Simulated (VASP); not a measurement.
# BN (l) (Imm2) in VASP: further runs

The runs below take BN (l) through single point, with LDA.

Program: VASP 6.6.1. These are calculated values, not measurements. Logs are shortened: lines on timing, memory, paths and dates and some standing lists are left out, and cuts for length are marked.

**1. The cell of the first run**

It takes space group Imm2 (No. 44, orthorhombic). Conventional cell: a = 2.515 Å, b = 2.536 Å, c = 3.556 Å, α = 90.00°, β = 90.00°, γ = 90.00°. B (site symmetry mm2) has 4 N at 1.54 to 1.55 Å within 2.1 Å. N (site symmetry mm2) has 4 B at 1.54 to 1.55 Å within 2.1 Å.

**2. Single point, LDA**

Input file INCAR:

```
SYSTEM = BN
  PREC = Accurate
  ENCUT = 600
  EDIFF = 1E-6
  ISMEAR = 0
  SIGMA = 0.02
  LREAL = .FALSE.
  LASPH = .TRUE.
  NELM = 120
  ALGO = Normal
  ISIF = 2
  LWAVE = .FALSE.
  LCHARG = .TRUE.
  LELF = .TRUE.
  LVHAR = .TRUE.
  NBANDS = 16
  GGA_COMPAT = .FALSE.
```

Input file KPOINTS:

```
regular mesh
0
G
  10 6 10
  0 0 0
```

Input file POSCAR:

```
BN
1.0
    2.5145732064      0.0000000000      0.0000000000
    0.0000000000      3.5561435320      0.0000000000
    0.0000000000      0.0000000000      2.5358727739
B N
2 2
Direct
    0.0000000000      0.0001529994      0.0000000000
    0.5000000000      0.5001529994      0.5000000000
    0.0000000000      0.2498470006      0.5000000000
    0.5000000000      0.7498470006      0.0000000000
```

Potentials or basis: VASP PAW LDA potentials, release 64 (B, N).

The run is started by

```console
cat potpaw_LDA.64/B/POTCAR potpaw_LDA.64/N/POTCAR > POTCAR
mpirun -np 1 vasp_std > vasp.out
```

OUTCAR:

```text
SYSTEM = BN
   PREC = Accurate
   ENCUT = 600
   EDIFF = 1E-6
   ISMEAR = 0
   LREAL = .FALSE.
   LASPH = .TRUE.
   NELM = 120
   ISIF = 2

 ion  position               nearest neighbor table
   1  0.000  0.000  0.000-   4 1.54   4 1.54   3 1.55   3 1.55
   2  0.500  0.500  0.500-   3 1.54   3 1.54   4 1.55   4 1.55
   3  0.000  0.250  0.500-   2 1.54   2 1.54   1 1.55   1 1.55
   4  0.500  0.750  0.000-   1 1.54   1 1.54   2 1.55   2 1.55

  LATTYP: Found a simple orthorhombic cell.
 ALAT       =     2.5145732064
 B/A-ratio  =     1.0084704504
 C/A-ratio  =     1.4142135623

  Lattice vectors:

 A1 = (  -2.5145732064,   0.0000000000,   0.0000000000)
 A2 = (   0.0000000000,   0.0000000000,   2.5358727739)
 A3 = (   0.0000000000,   3.5561435320,   0.0000000000)

Analysis of symmetry for initial positions (statically):
=====================================================================
 Subroutine PRICEL returns following result:

  LATTYP: Found a body centered orthorhombic cell.
 ALAT       =     2.5145732064
 B/A-ratio  =     1.0084704504
 C/A-ratio  =     1.4142135623

  Lattice vectors:

 A1 = (   1.2572866032,   1.7780717660,   1.2679363869)
 A2 = (  -1.2572866032,   1.7780717660,  -1.2679363869)
 A3 = (  -1.2572866032,  -1.7780717660,   1.2679363870)

   2 primitive cells build up your supercell.

 Routine SETGRP: Setting up the symmetry group for a
 simple orthorhombic supercell.

 Subroutine GETGRP returns: Found  4 space group operations
 (whereof  4 operations were pure point group operations)
 out of a pool of  8 trial point group operations.

The static configuration has the point symmetry C_2v.

Analysis of symmetry for dynamics (positions and initial velocities):
=====================================================================
 Subroutine PRICEL returns following result:

  LATTYP: Found a body centered orthorhombic cell.
 ALAT       =     2.5145732064
 B/A-ratio  =     1.0084704504
 C/A-ratio  =     1.4142135623

  Lattice vectors:

 A1 = (   1.2572866032,   1.7780717660,   1.2679363869)
 A2 = (  -1.2572866032,   1.7780717660,  -1.2679363869)
 A3 = (  -1.2572866032,  -1.7780717660,   1.2679363870)

   2 primitive cells build up your supercell.

 Routine SETGRP: Setting up the symmetry group for a
 simple orthorhombic supercell.

 Subroutine GETGRP returns: Found  4 space group operations
 (whereof  4 operations were pure point group operations)
 out of a pool of  8 trial point group operations.

The dynamic configuration has the point symmetry C_2v.

 Subroutine INISYM returns: Found  4 space group operations
 (whereof  4 operations are pure point group operations),
 and found     2 'primitive' translations

----------------------------------------------------------------------------------------

                                     Primitive cell

  volume of cell :      11.3381

  direct lattice vectors                    reciprocal lattice vectors
     1.257286603  1.778071766  1.267936387    -0.000000000  0.281203498  0.394341550
    -1.257286603  1.778071766 -1.267936387    -0.397681800  0.281203498  0.000000000
    -1.257286603 -1.778071766  1.267936387    -0.397681800  0.000000000  0.394341550

  length of vectors
     2.519914977  2.519914977  2.519914977     0.484335282  0.487058746  0.560050062

  position of ions in fractional coordinates (direct lattice)
     0.000152999  0.000152999  0.000000000
     0.749847001  0.249847001  0.500000000

  ion indices of the primitive-cell ions
   primitive index   ion index
                 1           1
                 2           3

----------------------------------------------------------------------------------------

 KPOINTS: regular mesh

Automatic generation of k-mesh.
 Grid dimensions read from file:
 generate k-points for:   10    6   10

 Generating k-lattice:

  Cartesian coordinates                     Fractional coordinates (reciprocal lattice)
     0.039768180  0.000000000  0.000000000     0.100000000  0.000000000  0.000000000
     0.000000000  0.046867250  0.000000000     0.000000000  0.166666667  0.000000000
     0.000000000  0.000000000  0.039434155     0.000000000  0.000000000  0.100000000

  Length of vectors
     0.039768180  0.046867250  0.039434155

  Shift w.r.t. Gamma in fractional coordinates (k-lattice)
     0.000000000  0.000000000  0.000000000

 Subroutine IBZKPT returns following result:
 ===========================================

 Found    144 irreducible k-points:

 Following reciprocal coordinates:
            Coordinates               Weight
  0.000000  0.000000  0.000000      1.000000
  0.100000  0.000000  0.000000      2.000000
  0.200000  0.000000  0.000000      2.000000
  0.300000  0.000000  0.000000      2.000000
  0.400000  0.000000  0.000000      2.000000
  0.500000  0.000000  0.000000      1.000000
[... 16 lines left out ...]
  0.400000  0.500000  0.000000      2.000000
  0.500000  0.500000  0.000000      1.000000
 [... further k-points ...]
   k-points           NKPTS =    144   k-points in BZ     NKDIM =    144   number of bands    NBANDS=     16
   number of dos      NEDOS =    301   number of ions     NIONS =      4
   total plane-waves  NPLWV =  11200
   dimension x,y,z NGX =    20 NGY =   28 NGZ =   20
   dimension x,y,z NGXF=    40 NGYF=   56 NGZF=   40
   ions per type =               2   2
   NGX,Y,Z   is equivalent  to a cutoff of  13.22, 13.09, 13.11 a.u.
   NGXF,Y,Z  is equivalent  to a cutoff of  26.45, 26.18, 26.22 a.u.
 SYSTEM =  BN
   PREC   = accura    normal or accurate (medium, high low for compatibility)
   ISTART =      0    job   : 0-new  1-cont  2-samecut
   ICHARG =      2    charge: 1-file 2-atom 10-const
   ISPIN  =      1    spin polarized calculation?
   LNONCOLLINEAR =      F non collinear calculations
   LSORBIT =      F    spin-orbit coupling
   LASPH  =      T    aspherical Exc in radial PAW
   ENCUT  =  600.0 eV  44.10 Ry    6.64 a.u.   5.02  7.10  5.06*2*pi/ulx,y,z
   NELM   =    120;   NELMIN=  2; NELMDL= -5     # of ELM steps
   EDIFF  = 0.1E-05   stopping-criterion for ELM
   LREAL  =      F    real-space projection
   EDIFFG = 0.1E-04   stopping-criterion for IOM
   NSW    =      0    number of steps for IOM
   IBRION =     -1    ionic relax: 0-MD 1-quasi-New 2-CG
   NFREE  =      0    steps in history (QN), initial steepest desc. (CG)
   ISIF   =      2    stress and relaxation
   ISYM   =      2    0-nonsym 1-usesym 2-fastsym
   POTIM  = 0.5000    time-step for ionic-motion
   TEBEG  =    0.0;   TEEND  =   0.0 temperature during run
   PSTRESS=    0.0 pullay stress
   NELECT =      16.0000    total number of electrons
   NUPDOWN=      -1.0000    fix difference up-down
   EMIN   =  10.00;   EMAX   =-10.00  energy-range for DOS
   EFERMI =   0.00;   METHOD = LEGACY
   ISMEAR =     0;   SIGMA  =   0.02  broadening in eV -4-tet -1-fermi 0-gaus
   EFERMI_NEDOS =   21; number of points for ismear=-14 and -15
   IALGO  =     38    algorithm
   IMIX   =      4    mixing-type and parameters
     AMIX     =   0.40;   BMIX     =  1.00
     AMIX_MAG =   1.60;   BMIX_MAG =  1.00
  volume/ion in A,a.u.               =       5.67        38.26
  Fermi-wavevector in a.u.,A,eV,Ry     =   1.457442  2.754165 28.900623  2.124136
  Thomas-Fermi vector in A             =   2.574243
   LORBIT       =      0    0 simple, 1 ext, 2 COOP (PROOUT), +10 PAW based schemes
   GGA     = CA    functional components
   LHFCALC =     F    Hartree Fock is set to
   AEXX    =    0.0000 exact exchange contribution
   IVDW    =     0    specifies the selected vdW correction
   LEPSILON=     F    determine dielectric tensor
   LRPA    =     F    only Hartree local field effects (RPA)
 non-spin polarized calculation
 Gauss-broadening in eV      SIGMA  =   0.02
  energy-cutoff  :      600.00
  volume of cell :       22.68
 maximum number of plane-waves:       776
   NGX = 11   NGY = 15   NGZ = 11

 number of electron      15.9999995 magnetization

 Free energy of the ion-electron system (eV)
  ---------------------------------------------------
  ext. energy  EPLUGINS =         0.00000000
  ---------------------------------------------------
  free energy    TOTEN  =       -38.82328797 eV

  energy without entropy =      -38.82328797  energy(sigma->0) =      -38.82328797

 E-fermi :   8.1168     XC(G=0): -13.3020

 val. band max:        7.9358168391   @ k =   0.0000   0.0000   0.0000
 cond. band min:      12.2424283944   @ k =   0.0000   0.0000   0.0000
 fundamental gap:      4.3066115553
 Fermi energy:         8.1168437801

 k-point     1 :       0.0000    0.0000    0.0000
  band No.  band energies     occupation
      1     -12.6312      2.00000
      2      -6.6860      2.00000
      3      -1.2042      2.00000
      4       2.6510      2.00000
      5       2.8238      2.00000
      6       7.8669      2.00000
[... 8 lines left out ...]
     15      26.2402      0.00000
     16      26.2447      0.00000

 k-point     2 :       0.1000    0.0000    0.0000
  band No.  band energies     occupation
      1     -12.4622      2.00000
      2      -6.6252      2.00000
      3      -1.0642      2.00000
      4       2.0589      2.00000
      5       2.7965      2.00000
      6       7.1596      2.00000
[... 8 lines left out ...]
     15      25.8313      0.00000
     16      26.0134      0.00000

 k-point     3 :       0.2000    0.0000    0.0000
  band No.  band energies     occupation
      1     -11.9597      2.00000
      2      -6.5316      2.00000
      3      -0.6478      2.00000
      4       0.5334      2.00000
      5       3.2211      2.00000
      6       5.4348      2.00000
[... 8 lines left out ...]
     15      24.7383      0.00000
     16      25.4210      0.00000

 k-point     4 :       0.3000    0.0000    0.0000
  band No.  band energies     occupation
      1     -11.1409      2.00000
      2      -6.7145      2.00000
      3      -0.6379      2.00000
      4       0.0473      2.00000
      5       3.4674      2.00000
      6       3.8879      2.00000
[... 8 lines left out ...]
     15      23.2558      0.00000
     16      24.7209      0.00000

 k-point     5 :       0.4000    0.0000    0.0000
  band No.  band energies     occupation
      1     -10.0459      2.00000
      2      -7.5217      2.00000
      3      -0.7435      2.00000
      4       0.9870      2.00000
      5       1.6275      2.00000
      6       3.5153      2.00000
[... 8 lines left out ...]
     15      22.4818      0.00000
     16      23.9880      0.00000

 k-point     6 :       0.5000    0.0000    0.0000
  band No.  band energies     occupation
      1      -8.7667      2.00000
      2      -8.7667      2.00000
      3       0.1377      2.00000
      4       0.1377      2.00000
      5       2.1587      2.00000
      6       2.1587      2.00000
[... 8 lines left out ...]
     15      23.0077      0.00000
     16      23.0077      0.00000
[... 267 lines left out ...]
 k-point    21 :       0.2000    0.5000    0.0000
  band No.  band energies     occupation
      1      -9.9725      2.00000
      2      -9.9725      2.00000
      3       1.0707      2.00000
      4       1.0707      2.00000
      5       5.0089      2.00000
      6       5.0089      2.00000
[... 8 lines left out ...]
     15      21.4834      0.00000
     16      21.4834      0.00000

 k-point    22 :       0.3000    0.5000    0.0000
  band No.  band energies     occupation
      1      -9.2800      2.00000
      2      -9.2800      2.00000
      3      -0.8837      2.00000
      4      -0.8837      2.00000
      5       5.3659      2.00000
      6       5.3659      2.00000
[... 8 lines left out ...]
     15      22.8270      0.00000
     16      22.8270      0.00000

 k-point    23 :       0.4000    0.5000    0.0000
  band No.  band energies     occupation
      1      -8.5114      2.00000
      2      -8.5114      2.00000
      3      -2.4862      2.00000
      4      -2.4862      2.00000
      5       5.6828      2.00000
      6       5.6828      2.00000
[... 8 lines left out ...]
     15      23.3381      0.00000
     16      23.3381      0.00000

 k-point    24 :       0.5000    0.5000    0.0000
  band No.  band energies     occupation
      1      -8.1153      2.00000
      2      -8.1153      2.00000
      3      -3.1708      2.00000
      4      -3.1708      2.00000
      5       5.8118      2.00000
      6       5.8118      2.00000
[... 8 lines left out ...]
     15      23.3422      0.00000
     16      23.3422      0.00000

 [... further k-points ...]
[... 5 lines left out ...]
  --------------------------------------------------------------------------------------
  -------------------------------------------------------------------------------------
  Total        1.2736547      1.0652594      0.1072542      0.0000000      0.0000000      0.0000000
  in kB       89.9893828     75.2653250      7.5779895      0.0000000      0.0000000      0.0000000
  external PRESSURE =      57.6108991 kB  Pullay stress =       0.0000000 kB

 VOLUME and BASIS-vectors are now :
 -----------------------------------------------------------------------------
  energy-cutoff  :      600.00
  volume of cell :       22.68
      direct lattice vectors                 reciprocal lattice vectors
     2.514573206  0.000000000  0.000000000     0.397681800  0.000000000  0.000000000
     0.000000000  3.556143532  0.000000000     0.000000000  0.281203498  0.000000000
     0.000000000  0.000000000  2.535872774     0.000000000  0.000000000  0.394341550

 POSITION                                       TOTAL-FORCE (eV/Angst)
 -----------------------------------------------------------------------------------
      0.00000      0.00054      0.00000        -0.000000      0.001614      0.000000
      1.25729      1.77862      1.26794         0.000000      0.001614      0.000000
      0.00000      0.88849      1.26794         0.000000     -0.001614     -0.000000
      1.25729      2.66656      0.00000         0.000000     -0.001614     -0.000000
 -----------------------------------------------------------------------------------
    total drift:                                0.000000     -0.000172     -0.000000

  FREE ENERGIE OF THE ION-ELECTRON SYSTEM (eV)
  ---------------------------------------------------
  free  energy   TOTEN  =       -38.8232879735 eV

  energy  without entropy=      -38.8232879735  energy(sigma->0) =      -38.82328797
```

Wall time 70 s (1 thread of Intel Xeon 8259CL, shared host); peak memory 0.16 GiB.

Results:

```
Free energy            : -38.8233 eV
Pressure               : 5.8 GPa
Band gap on the k mesh : 4.31 eV
```

Stress tensor (GPa, compression positive):
```
9.00 0.00 0.00
0.00 7.53 0.00
0.00 0.00 0.76
```

A k mesh can miss the band edges. As with any semilocal functional, this LDA gap is likely too small.

**3. Single point, LDA**

This run uses another cell than the first one, of 5.71 Å³/atom, 1.007 times its volume.

Input file INCAR:

```
SYSTEM = BN
PREC     = Accurate       ! precision mode
ENCUT    = 600            ! plane-wave cutoff, eV
EDIFF    = 1E-6           ! SCF threshold, eV
ISMEAR   = 0              ! smearing method
SIGMA    = 0.02           ! smearing width, eV
LREAL    = .False.        ! projectors in reciprocal space
LASPH    = .True.         ! aspherical terms in the spheres
NELM     = 120            ! most SCF steps
ALGO     = Normal         ! electronic algorithm
ISIF     = 2              ! what is computed and relaxed
LWAVE    = .False.        ! write WAVECAR
LCHARG   = .False.        ! write CHGCAR
NBANDS   = 16             ! bands
GGA_COMPAT= .False.
```

Input file KPOINTS:

```
regular mesh
0
Gamma
  10 6 10
  0 0 0
```

Input file POSCAR:

```
BN
1.0
    2.5145732064      0.0000000000      0.0000000000
    0.0000000000      3.5561435320      0.0000000000
    0.0000000000      0.0000000000      2.5526963126
B N
2 2
Direct
    0.0000000000      0.0000000000      0.0000000000
    0.5000000000      0.5000000000      0.5000000000
    0.0000000000      0.2500000000      0.5000000000
    0.5000000000      0.7500000000      0.0000000000
```

Potentials or basis: VASP PAW LDA potentials, release 64 (B, N).

The run is started by

```console
cat potpaw_LDA.64/B/POTCAR potpaw_LDA.64/N/POTCAR > POTCAR
mpirun -np 1 vasp_std > vasp.out
```

OUTCAR:

```text
SYSTEM = BN
   PREC = Accurate
   ENCUT = 600
   EDIFF = 1E-6
   ISMEAR = 0
   LREAL = .False.
   LASPH = .True.
   NELM = 120
   ISIF = 2

 ion  position               nearest neighbor table
   1  0.000  0.000  0.000-   4 1.54   4 1.54   3 1.56   3 1.56
   2  0.500  0.500  0.500-   3 1.54   3 1.54   4 1.56   4 1.56
   3  0.000  0.250  0.500-   2 1.54   2 1.54   1 1.56   1 1.56
   4  0.500  0.750  0.000-   1 1.54   1 1.54   2 1.56   2 1.56

  LATTYP: Found a simple orthorhombic cell.
 ALAT       =     2.5145732064
 B/A-ratio  =     1.0151608655
 C/A-ratio  =     1.4142135623

  Lattice vectors:
[... 665 lines left out ...]

 [... further k-points ...]
[... 5 lines left out ...]
  --------------------------------------------------------------------------------------
  -------------------------------------------------------------------------------------
  Total        1.2546125      0.8755544     -0.8236734      0.0000000      0.0000000      0.0000000
  in kB       88.0597524     61.4541211    -57.8126573      0.0000000      0.0000000      0.0000000
  external PRESSURE =      30.5670721 kB  Pullay stress =       0.0000000 kB

 VOLUME and BASIS-vectors are now :
 -----------------------------------------------------------------------------
  energy-cutoff  :      600.00
  volume of cell :       22.83
      direct lattice vectors                 reciprocal lattice vectors
     2.514573206  0.000000000  0.000000000     0.397681800  0.000000000  0.000000000
     0.000000000  3.556143532  0.000000000     0.000000000  0.281203498  0.000000000
     0.000000000  0.000000000  2.552696313     0.000000000  0.000000000  0.391742643

 POSITION                                       TOTAL-FORCE (eV/Angst)
 -----------------------------------------------------------------------------------
      0.00000      0.00000      0.00000        -0.000000      0.049496     -0.000000
      1.25729      1.77807      1.27635        -0.000000      0.049496     -0.000000
      0.00000      0.88904      1.27635         0.000000     -0.049496     -0.000000
      1.25729      2.66711      0.00000         0.000000     -0.049496      0.000000
 -----------------------------------------------------------------------------------
    total drift:                                0.000000     -0.000278     -0.000000

  FREE ENERGIE OF THE ION-ELECTRON SYSTEM (eV)
  ---------------------------------------------------
  free  energy   TOTEN  =       -38.8212786672 eV

  energy  without entropy=      -38.8212786672  energy(sigma->0) =      -38.82127867
```

OSZICAR:

```text
N       E                     dE             d eps       ncg     rms          rms(c)
DAV:   1     0.416000521358E+02    0.41600E+02   -0.94730E+03  4608   0.111E+03
DAV:   2    -0.388492592724E+02   -0.80449E+02   -0.74877E+02  6472   0.233E+02
DAV:   3    -0.412079345690E+02   -0.23587E+01   -0.23521E+01  5488   0.360E+01
DAV:   4    -0.412128954501E+02   -0.49609E-02   -0.49606E-02  5400   0.203E+00
DAV:   5    -0.412129084419E+02   -0.12992E-04   -0.12992E-04  5296   0.934E-02    0.945E+00
DAV:   6    -0.391175706697E+02    0.20953E+01   -0.26535E+00  5688   0.142E+01    0.434E+00
DAV:   7    -0.388872837897E+02    0.23029E+00   -0.30945E-01  5680   0.432E+00    0.262E+00
DAV:   8    -0.388228975453E+02    0.64386E-01   -0.76851E-02  5728   0.210E+00    0.265E-01
DAV:   9    -0.388213333282E+02    0.15642E-02   -0.25525E-03  5288   0.535E-01    0.149E-01
DAV:  10    -0.388212804719E+02    0.52856E-04   -0.15757E-04  5880   0.112E-01    0.176E-02
DAV:  11    -0.388212791455E+02    0.13263E-05   -0.18205E-05  5504   0.362E-02    0.129E-02
DAV:  12    -0.388212786672E+02    0.47833E-06   -0.18103E-06  3560   0.121E-02
   1 F= -.38821279E+02 E0= -.38821279E+02  d E =-.566059E-29
```

It took 68 s on 1 thread of Intel Xeon 8259CL, shared host; peak memory 0.16 GiB.

What came out:

| Quantity | Value |
| --- | --- |
| Free energy | -38.8213 eV |
| Pressure | 3.1 GPa |
| Largest force | 0.049 eV/Å |
| Band gap on the k mesh | 4.23 eV |

Forces on the atoms (eV/Å):
```
B    0.000  0.049  0.000
B    0.000  0.049  0.000
N    0.000 -0.049  0.000
N    0.000 -0.049  0.000
```
